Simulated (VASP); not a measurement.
# ZnSe (F-43m) in VASP: settings compared

Aim: see how the results for ZnSe move with the level of theory and the settings. Levels: r2SCAN, PBE, PBEsol, LDA. Tasks: single point, relaxation of cell and atoms.

Everything below comes from runs of VASP 6.6.1. Logs are shortened: lines on timing, memory, paths and dates and some standing lists are left out, and cuts for length are marked.

## 1. The cell of the first run

Symmetry: F-43m, No. 216, cubic system. The conventional cell has a = 5.665 Å, b = 5.665 Å, c = 5.665 Å, α = 90.00°, β = 90.00°, γ = 90.00°. Zn (site symmetry -43m) has 4 Se at 2.45 Å within 3.2 Å. Se (site symmetry -43m) has 4 Zn at 2.45 Å within 3.2 Å.

## 2. Single point, r2SCAN

Contents of POSCAR:

```
ZnSe
1.0
    0.0000000000      2.8324206823      2.8324206823
    2.8324206823      0.0000000000      2.8324206823
    2.8324206823      2.8324206823      0.0000000000
Zn Se
1 1
Direct
    0.0000000000      0.0000000000      0.0000000000
    0.2500000000      0.2500000000      0.2500000000
```

Contents of INCAR.step1:

```
SYSTEM = ZnSe
  ALGO = Normal
  EDIFF = 1E-4
  ENCUT = 520
  GGA = PE
  ISMEAR = 0
  LASPH = .TRUE.
  LCHARG = .FALSE.
  LREAL = .FALSE.
  LWAVE = .TRUE.
  NBANDS = 16
  NELM = 60
  PREC = Accurate
  SIGMA = 0.01
```

Contents of INCAR.step2:

```
SYSTEM = ZnSe
  ALGO = Normal
  EDIFF = 1E-6
  ENCUT = 520
  ISIF = 2
  ISMEAR = 0
  ISTART = 1
  LASPH = .TRUE.
  LCHARG = .FALSE.
  LMIXTAU = .TRUE.
  LREAL = .FALSE.
  LWAVE = .FALSE.
  METAGGA = R2SCAN
  NBANDS = 16
  NELM = 60
  PREC = Accurate
  SIGMA = 0.01
```

Contents of KPOINTS:

```
k-points
0
G
  8 8 8
  0 0 0
```

Potentials or basis: VASP PAW PBE potentials, release 64 (Zn, Se).

Run with:

```bash
cat potpaw_PBE.64/Zn/POTCAR potpaw_PBE.64/Se/POTCAR > POTCAR
cp INCAR.step1 INCAR
mpirun -np 1 vasp_std > vasp.out
cp INCAR.step2 INCAR
mpirun -np 1 vasp_std > vasp.out
```

OUTCAR:

```text
SYSTEM = ZnSe
   EDIFF = 1E-6
   ENCUT = 520
   ISIF = 2
   ISMEAR = 0
   ISTART = 1
   LASPH = .TRUE.
   LREAL = .FALSE.
   METAGGA = R2SCAN
   NELM = 60
   PREC = Accurate

 ion  position               nearest neighbor table
   1  0.000  0.000  0.000-   2 2.45   2 2.45   2 2.45   2 2.45
   2  0.250  0.250  0.250-   1 2.45   1 2.45   1 2.45   1 2.45

  LATTYP: Found a face centered cubic cell.
 ALAT       =     5.6648413646

  Lattice vectors:

 A1 = (   0.0000000000,   2.8324206823,   2.8324206823)
 A2 = (   2.8324206823,   0.0000000000,   2.8324206823)
 A3 = (   2.8324206823,   2.8324206823,   0.0000000000)

Analysis of symmetry for initial positions (statically):
=====================================================================
 Subroutine PRICEL returns:
 Original cell was already a primitive cell.

 Routine SETGRP: Setting up the symmetry group for a
 face centered cubic supercell.

 Subroutine GETGRP returns: Found 24 space group operations
 (whereof 24 operations were pure point group operations)
 out of a pool of 48 trial point group operations.

The static configuration has the point symmetry T_d .

Analysis of symmetry for dynamics (positions and initial velocities):
=====================================================================
 Subroutine PRICEL returns:
 Original cell was already a primitive cell.

 Routine SETGRP: Setting up the symmetry group for a
 face centered cubic supercell.

 Subroutine GETGRP returns: Found 24 space group operations
 (whereof 24 operations were pure point group operations)
 out of a pool of 48 trial point group operations.

The dynamic configuration has the point symmetry T_d .

 Subroutine INISYM returns: Found 24 space group operations
 (whereof 24 operations are pure point group operations),
 and found     1 'primitive' translations

----------------------------------------------------------------------------------------

                                     Primitive cell

  volume of cell :      45.4468

  direct lattice vectors                    reciprocal lattice vectors
     0.000000000  2.832420682  2.832420682    -0.176527450  0.176527450  0.176527450
     2.832420682  0.000000000  2.832420682     0.176527450 -0.176527450  0.176527450
     2.832420682  2.832420682  0.000000000     0.176527450  0.176527450 -0.176527450

  length of vectors
     4.005647743  4.005647743  4.005647743     0.305754512  0.305754512  0.305754512

  position of ions in fractional coordinates (direct lattice)
     0.000000000  0.000000000  0.000000000
     0.250000000  0.250000000  0.250000000

  ion indices of the primitive-cell ions
   primitive index   ion index
                 1           1
                 2           2

----------------------------------------------------------------------------------------

 KPOINTS: k-points

Automatic generation of k-mesh.
 Grid dimensions read from file:
 generate k-points for:    8    8    8

 Generating k-lattice:

  Cartesian coordinates                     Fractional coordinates (reciprocal lattice)
    -0.022065931  0.022065931  0.022065931     0.125000000  0.000000000  0.000000000
     0.022065931 -0.022065931  0.022065931     0.000000000  0.125000000  0.000000000
     0.022065931  0.022065931 -0.022065931     0.000000000  0.000000000  0.125000000

  Length of vectors
     0.038219314  0.038219314  0.038219314

  Shift w.r.t. Gamma in fractional coordinates (k-lattice)
     0.000000000  0.000000000  0.000000000

 Subroutine IBZKPT returns following result:
 ===========================================

 Found     29 irreducible k-points:

 Following reciprocal coordinates:
            Coordinates               Weight
  0.000000  0.000000  0.000000      1.000000
  0.125000  0.000000  0.000000      8.000000
  0.250000  0.000000  0.000000      8.000000
  0.375000  0.000000  0.000000      8.000000
  0.500000  0.000000  0.000000      4.000000
  0.125000  0.125000  0.000000      6.000000
[... 16 lines left out ...]
  0.500000  0.250000  0.125000     48.000000
 -0.375000  0.250000  0.125000     24.000000
 [... further k-points ...]
   k-points           NKPTS =     29   k-points in BZ     NKDIM =     29   number of bands    NBANDS=     16
   number of dos      NEDOS =    301   number of ions     NIONS =      2
   total plane-waves  NPLWV =  27000
   dimension x,y,z NGX =    30 NGY =   30 NGZ =   30
   dimension x,y,z NGXF=    60 NGYF=   60 NGZF=   60
   ions per type =               1   1
   NGX,Y,Z   is equivalent  to a cutoff of  12.45, 12.45, 12.45 a.u.
   NGXF,Y,Z  is equivalent  to a cutoff of  24.90, 24.90, 24.90 a.u.
 SYSTEM =  ZnSe
   PREC   = accura    normal or accurate (medium, high low for compatibility)
   ISTART =      1    job   : 0-new  1-cont  2-samecut
   ICHARG =      0    charge: 1-file 2-atom 10-const
   ISPIN  =      1    spin polarized calculation?
   LNONCOLLINEAR =      F non collinear calculations
   LSORBIT =      F    spin-orbit coupling
[... 114 lines left out ...]
      6      -4.8235      2.00000
[... 8 lines left out ...]
     15      15.1325      0.00000
     16      15.1326      0.00000

 k-point     6 :       0.1250    0.1250    0.0000
  band No.  band energies     occupation
      1     -12.2732      2.00000
      2      -5.3942      2.00000
      3      -5.3566      2.00000
      4      -5.3566      2.00000
      5      -4.9911      2.00000
      6      -4.9723      2.00000
[... 8 lines left out ...]
     15      13.2562      0.00000
     16      13.5727      0.00000

 k-point     7 :       0.2500    0.1250    0.0000
  band No.  band energies     occupation
      1     -12.0569      2.00000
      2      -5.3731      2.00000
      3      -5.3173      2.00000
      4      -5.3125      2.00000
      5      -4.9967      2.00000
      6      -4.9658      2.00000
[... 8 lines left out ...]
     15      13.4465      0.00000
     16      14.1035      0.00000

 k-point     8 :       0.3750    0.1250    0.0000
  band No.  band energies     occupation
      1     -11.7593      2.00000
      2      -5.3155      2.00000
      3      -5.2814      2.00000
      4      -5.1933      2.00000
      5      -4.9782      2.00000
      6      -4.9589      2.00000
[... 8 lines left out ...]
     15      13.7209      0.00000
     16      14.2662      0.00000

 k-point     9 :       0.5000    0.1250    0.0000
  band No.  band energies     occupation
      1     -11.5584      2.00000
      2      -5.2901      2.00000
      3      -5.2682      2.00000
      4      -5.0068      2.00000
      5      -4.9598      2.00000
      6      -4.8432      2.00000
[... 8 lines left out ...]
     15      14.5113      0.00000
     16      15.1441      0.00000
[... 172 lines left out ...]
 k-point    19 :       0.5000    0.3750    0.0000
  band No.  band energies     occupation
      1     -11.3620      2.00000
      2      -5.3125      2.00000
      3      -5.1452      2.00000
      4      -5.1232      2.00000
      5      -4.9384      2.00000
      6      -4.8175      2.00000
[... 8 lines left out ...]
     15      15.6176      0.00000
     16      16.3803      0.00000

 k-point    20 :      -0.3750    0.3750    0.0000
  band No.  band energies     occupation
      1     -11.3375      2.00000
      2      -5.2816      2.00000
      3      -5.1660      2.00000
      4      -5.0637      2.00000
      5      -4.9575      2.00000
      6      -4.7150      2.00000
[... 8 lines left out ...]
     15      13.9492      0.00000
     16      17.5273      0.00000

 k-point    21 :       0.5000    0.5000    0.0000
  band No.  band energies     occupation
      1     -11.3164      2.00000
      2      -5.3306      2.00000
      3      -5.1201      2.00000
      4      -5.1201      2.00000
      5      -4.9294      2.00000
      6      -4.7996      2.00000
[... 8 lines left out ...]
     15      15.9085      0.00000
     16      16.4313      0.00000

 k-point    22 :       0.3750    0.2500    0.1250
  band No.  band energies     occupation
      1     -11.8250      2.00000
      2      -5.3361      2.00000
      3      -5.2782      2.00000
      4      -5.2487      2.00000
      5      -4.9946      2.00000
      6      -4.9547      2.00000
[... 8 lines left out ...]
     15      14.2600      0.00000
     16      15.5200      0.00000

 k-point    23 :       0.5000    0.2500    0.1250
  band No.  band energies     occupation
      1     -11.5710      2.00000
      2      -5.2827      2.00000
      3      -5.2510      2.00000
      4      -5.1033      2.00000
      5      -4.9673      2.00000
      6      -4.9193      2.00000
[... 8 lines left out ...]
     15      14.6611      0.00000
     16      15.7177      0.00000

 k-point    24 :      -0.3750    0.2500    0.1250
  band No.  band energies     occupation
      1     -11.4581      2.00000
      2      -5.2730      2.00000
      3      -5.2363      2.00000
      4      -5.0144      2.00000
      5      -4.9735      2.00000
      6      -4.7724      2.00000
[... 8 lines left out ...]
     15      14.7550      0.00000
     16      15.6389      0.00000

 [... further k-points ...]

------------------------ aborting loop because EDIFF is reached ----------------------------------------

  FORCE on cell =-STRESS in cart. coord.  units (eV):
  Direction    XX          YY          ZZ          XY          YZ          ZX
  --------------------------------------------------------------------------------------
  -------------------------------------------------------------------------------------
  Total        0.0346160      0.0346160      0.0346160      0.0000000      0.0000000     -0.0000000
  in kB        1.2203497      1.2203497      1.2203497      0.0000000      0.0000000     -0.0000000
  external PRESSURE =       1.2203497 kB  Pullay stress =       0.0000000 kB

 VOLUME and BASIS-vectors are now :
 -----------------------------------------------------------------------------
  energy-cutoff  :      520.00
  volume of cell :       45.45
      direct lattice vectors                 reciprocal lattice vectors
     0.000000000  2.832420682  2.832420682    -0.176527450  0.176527450  0.176527450
     2.832420682  0.000000000  2.832420682     0.176527450 -0.176527450  0.176527450
     2.832420682  2.832420682  0.000000000     0.176527450  0.176527450 -0.176527450

 POSITION                                       TOTAL-FORCE (eV/Angst)
 -----------------------------------------------------------------------------------
      0.00000      0.00000      0.00000        -0.000000     -0.000000     -0.000000
      1.41621      1.41621      1.41621         0.000000      0.000000      0.000000
 -----------------------------------------------------------------------------------
    total drift:                                0.000022      0.000022      0.000022

  FREE ENERGIE OF THE ION-ELECTRON SYSTEM (eV)
  ---------------------------------------------------
  free  energy   TOTEN  =       -24.9092299858 eV

  energy  without entropy=      -24.9092299858  energy(sigma->0) =      -24.90922999
```

It took 53 s on 1 thread of Intel Xeon 6975P-C (Granite Rapids), shared host; peak memory 0.18 GiB.

Results:

* Free energy: -24.9092 eV
* Pressure: 0.1 GPa
* Band gap on the k mesh: 1.87 eV, direct

Caveat: the PAW data sets were made with another functional, which shifts forces and pressure a little. r2SCAN opens gaps a little over a GGA but as a rule still falls short of measured ones.

## 3. Relaxation of cell and atoms, PBE

This run uses another cell than the first one, of 19.70 Å³/atom, 0.867 times its volume.

Contents of INCAR:

```
SYSTEM = ZnSe
PREC = Accurate ; ENCUT = 600
EDIFF = 1E-7 ; ISMEAR = -1
SIGMA = 0.02 ; LREAL = .False.
LASPH = .True. ; NELM = 80
ALGO = Normal ; ISIF = 3
LWAVE = .False. ; LCHARG = .False.
GGA = PE ; IBRION = 2
NSW = 80 ; EDIFFG = -0.005
```

Contents of KPOINTS:

```
regular mesh
0
Gamma
  8 8 8
  0 0 0
```

Contents of POSCAR:

```
ZnSe
1.0
    0.0000000000      2.7008445593      2.7008445593
    2.7008445593      0.0000000000      2.7008445593
    2.7008445593      2.7008445593      0.0000000000
Zn Se
1 1
Direct
    0.0000000000      0.0000000000      0.0000000000
    0.2500000000      0.2500000000      0.2500000000
```

Potentials or basis: VASP PAW PBE potentials, release 64 (Zn, Se).

Run with:

```bash
cat potpaw_PBE.64/Zn/POTCAR potpaw_PBE.64/Se/POTCAR > POTCAR
mpirun -np 1 vasp_std > vasp.out
```

It took 32 s on 1 thread of Intel Xeon 6975P-C (Granite Rapids), shared host; peak memory 0.19 GiB.

The run converged. Its results:

```
Free energy                            : -6.0315 eV
Relaxed volume                         : 23.63 Å³/atom
Relaxed cell                           : a = 4.058 Å, b = 4.058 Å, c = 4.058 Å, α = 60.00°, β = 60.00°, γ = 60.00°
Space group after relaxing (to 0.05 Å) : F-43m (No. 216)
Energy gained by relaxing              : 161.4 meV/atom
Ionic steps                            : 5
Pressure after relaxing                : 0.0 GPa
Band gap on the k mesh                 : 1.14 eV, direct
```

Step by step:
| step | energy change (eV) | largest force (eV/Å) | pressure (GPa) | volume (Å³) |
| --- | --- | --- | --- | --- |
| 1 | 0.0000 | 0.0000 | 15.56 | 39.40 |
| 2 | -0.2693 | 0.0000 | -3.89 | 51.35 |
| 3 | -0.3228 | 0.0000 | 0.10 | 47.19 |
| 4 | -0.3228 | 0.0000 | -0.10 | 47.36 |
| 5 | -0.3228 | 0.0000 | 0.00 | 47.26 |

Final structure:
```xyz
2
Lattice="0.0000 2.8697 2.8697 2.8697 0.0000 2.8697 2.8697 2.8697 0.0000" Properties=species:S:1:pos:R:3 pbc="T T T"
Zn    0.0000    0.0000    0.0000
Se    1.4348    1.4348    1.4348
```

Levels at points of the mesh, in eV from the valence-band top:
```tsv
k point	band 6	band 7	band 8	band 9	band 10	band 11	band 12	band 13
(0.00, 0.00, 0.00)	-6.08	0.00	0.00	0.00	1.14	5.81	5.81	5.81
(0.50, 0.00, 0.00)	-5.93	-4.99	-0.81	-0.81	2.48	6.39	6.39	8.47
(0.50, 0.50, 0.00)	-5.91	-4.59	-2.05	-2.05	3.07	3.46	10.47	10.99
```

Caveat: the volume moved by over 15 % at a fixed basis, so the end points are rough.

## 4. Relaxation of cell and atoms, PBEsol

This run uses another cell than the first one, of 23.54 Å³/atom, 1.036 times its volume.

Contents of INCAR:

```
SYSTEM = ZnSe
PREC = Accurate
ENCUT = 600
EDIFF = 1E-7
ISMEAR = -1
SIGMA = 0.02
LREAL = .False.
LASPH = .True.
NELM = 100
ALGO = Normal
ISIF = 3
LWAVE = .False.
LCHARG = .False.
GGA = PS
IBRION = 2
NSW = 80
EDIFFG = -0.005
```

KPOINTS is that of step 3.

Contents of POSCAR:

```
ZnSe
1.0
    0.0000000000      2.8661396047      2.8661396047
    2.8661396047      0.0000000000      2.8661396047
    2.8661396047      2.8661396047      0.0000000000
Zn Se
1 1
Direct
    0.0000000000      0.0000000000      0.0000000000
    0.2500000000      0.2500000000      0.2500000000
```

Run with:

```bash
cat potpaw_PBE.64/Zn/POTCAR potpaw_PBE.64/Se/POTCAR > POTCAR
mpirun -np 1 vasp_std > vasp.out
```

Run time: 18 s. Hardware: 1 thread of Intel Xeon 6975P-C (Granite Rapids), shared host; peak memory 0.19 GiB.

Results (log left out):

- Free energy: -6.7735 eV
- Relaxed volume: 22.43 Å³/atom
- Relaxed cell: a = 3.988 Å, b = 3.988 Å, c = 3.988 Å, α = 60.00°, β = 60.00°, γ = 60.00°
- Space group after relaxing (to 0.05 Å): F-43m (No. 216)
- Energy gained by relaxing: 10.2 meV/atom
- Ionic steps: 3
- Pressure after relaxing: 0.0 GPa
- Band gap on the k mesh: 1.23 eV, direct

The path:
```csv
step,energy change (eV),largest force (eV/Å),pressure (GPa),volume (Å³)
1,0.0000,0.0000,-2.82,47.09
2,-0.0191,0.0000,0.78,44.32
3,-0.0205,0.0000,0.01,44.85
```

Final structure:
```
Zn Se
1.0
     0.00000    2.82002    2.82002
     2.82002    0.00000    2.82002
     2.82002    2.82002    0.00000
Zn Se
1 1
Direct
  0.00000 0.00000 0.00000
  0.25000 0.25000 0.25000
```

Levels at points of the mesh, in eV from the valence-band top:
```tsv
k point	band 5	band 6	band 7	band 8	band 9	band 10	band 11	band 12	band 13
(0.00, 0.00, 0.00)	-6.23	-6.23	0.00	0.00	0.00	1.23	5.73	5.73	5.73
(0.50, 0.00, 0.00)	-6.21	-6.06	-5.38	-0.90	-0.90	2.47	6.30	6.30	8.44
(0.50, 0.50, 0.00)	-6.18	-6.04	-4.85	-2.26	-2.26	2.80	3.37	10.72	11.27
```

Caveat: the PAW data sets were made with another functional, which shifts forces and pressure a little.

## 5. Relaxation of cell and atoms, LDA

This run uses another cell than the first one, of 23.54 Å³/atom, 1.036 times its volume.

Contents of INCAR:

```
PREC = Accurate
ENCUT = 600
EDIFF = 1E-6
ISMEAR = -1
SIGMA = 0.02
LREAL = False
LASPH = True
NELM = 80
ALGO = Normal
ISIF = 3
LWAVE = False
LCHARG = False
IBRION = 2
NSW = 80
EDIFFG = -0.005
```

Contents of KPOINTS:

```
Automatic mesh
0
Gamma
  8 8 8
```

POSCAR is that of step 4.

Potentials or basis: VASP PAW LDA potentials, release 64 (Zn, Se).

Run with:

```bash
cat potpaw_LDA.64/Zn/POTCAR potpaw_LDA.64/Se/POTCAR > POTCAR
mpirun -np 1 vasp_std > vasp.out
```

It took 14 s on 1 thread of Intel Xeon 6975P-C (Granite Rapids), shared host; peak memory 0.17 GiB.

The run converged. Its results:

* Free energy: -7.3726 eV
* Relaxed volume: 21.66 Å³/atom
* Relaxed cell: a = 3.942 Å, b = 3.942 Å, c = 3.942 Å, α = 60.00°, β = 60.00°, γ = 60.00°
* Space group after relaxing (to 0.05 Å): F-43m (No. 216)
* Energy gained by relaxing: 30.9 meV/atom
* Ionic steps: 3
* Pressure after relaxing: 0.0 GPa
* Band gap on the k mesh: 1.27 eV, direct

The path:
```csv
step,energy change (eV),largest force (eV/Å),pressure (GPa),volume (Å³)
1,0.0000,0.0000,-4.87,47.09
2,-0.0567,0.0000,1.66,42.38
3,-0.0618,0.0000,0.02,43.33
```

Final structure:
```yaml
crystal:
  lattice:
    - [0.00000, 2.78771, 2.78771]
    - [2.78771, 0.00000, 2.78771]
    - [2.78771, 2.78771, 0.00000]
  atoms:
    - { symbol: Zn, position: [0.00000, 0.00000, 0.00000] }
    - { symbol: Se, position: [0.25000, 0.25000, 0.25000] }
```

Levels at points of the mesh, in eV from the valence-band top:
```tsv
k point	band 6	band 7	band 8	band 9	band 10	band 11	band 12	band 13
(0.00, 0.00, 0.00)	-6.46	0.00	0.00	0.00	1.27	5.68	5.68	5.68
(0.50, 0.00, 0.00)	-6.29	-5.62	-0.95	-0.95	2.46	6.27	6.27	8.48
(0.50, 0.50, 0.00)	-6.26	-5.05	-2.39	-2.39	2.70	3.32	10.89	11.43
```

## 6. Overview

```tsv
task	level	potentials or basis	cell	cutoff (eV)	smearing	gap on the mesh (eV)	pressure (GPa)	relaxed volume (Å³/atom)
single point	r2SCAN	VASP PAW PBE potentials, release 64 (Zn, Se)	a = 4.006 Å, angles 60.0°, 2 atoms	520	gaussian 0.01 eV	1.87	0.1	-
relaxation of cell and atoms	PBE	VASP PAW PBE potentials, release 64 (Zn, Se)	relaxed from a = 3.820 Å, angles 60.0°, 2 atoms	600	fermi-dirac 0.02 eV	1.14	0.0	23.63
relaxation of cell and atoms	PBEsol	VASP PAW PBE potentials, release 64 (Zn, Se)	relaxed from a = 4.053 Å, angles 60.0°, 2 atoms	600	fermi-dirac 0.02 eV	1.23	0.0	22.43
relaxation of cell and atoms	LDA	VASP PAW LDA potentials, release 64 (Zn, Se)	relaxed from a = 4.053 Å, angles 60.0°, 2 atoms	600	fermi-dirac 0.02 eV	1.27	0.0	21.66
```

Alike in all rows: no spin polarisation; k mesh 8 × 8 × 8.

Caveats: the PAW data sets were made with another functional, which shifts forces and pressure a little (some runs); the volume moved by over 15 % at a fixed basis, so the end points are rough (some runs).

Total energies depend on the potentials used, so only differences within one code and one set of settings carry meaning.
